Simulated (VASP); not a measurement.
Input of a VASP 6.6.1 run:

File INCAR:

```
SYSTEM = Cd
PREC     = Accurate       ! precision mode
ENCUT    = 500            ! plane-wave cutoff, eV
EDIFF    = 1E-6           ! SCF threshold, eV
ISMEAR   = -1             ! smearing method
SIGMA    = 0.1            ! smearing width, eV
LREAL    = .FALSE.        ! projectors in reciprocal space
LASPH    = .TRUE.         ! aspherical terms in the spheres
NELM     = 120            ! most SCF steps
ALGO     = Normal         ! electronic algorithm
ISIF     = 2              ! what is computed and relaxed
LWAVE    = .FALSE.        ! write WAVECAR
LCHARG   = .FALSE.        ! write CHGCAR
GGA      = PE             ! functional
NBANDS   = 12             ! bands
GGA_COMPAT= .FALSE.
```

KPOINTS

```
regular mesh
0
G
  6 6 6
  0 0 0
```

File POSCAR:

```
Cd
1.0
   -1.8007863809      1.8007863809      1.8007863809
    1.8007863809     -1.8007863809      1.8007863809
    1.8007863809      1.8007863809     -1.8007863809
Cd
1
Direct
    0.0000000000      0.0000000000      0.0000000000
```

Potentials or basis: VASP PAW PBE potentials, release 64 (Cd).

Launch:

```bash
$ cat potpaw_PBE.64/Cd/POTCAR > POTCAR
$ mpirun -np 1 vasp_std > vasp.out
```

Problem. Estimate the band gap on the k mesh.

Solution. Zero (bands 6 and 7 overlap by 4.40 eV).

Problem. Predict the pressure.

Solution. 0.8 GPa.

Caveat: the k points lie up to 0.41 Å⁻¹ apart, too coarse for converged energies and pressures of a metal.
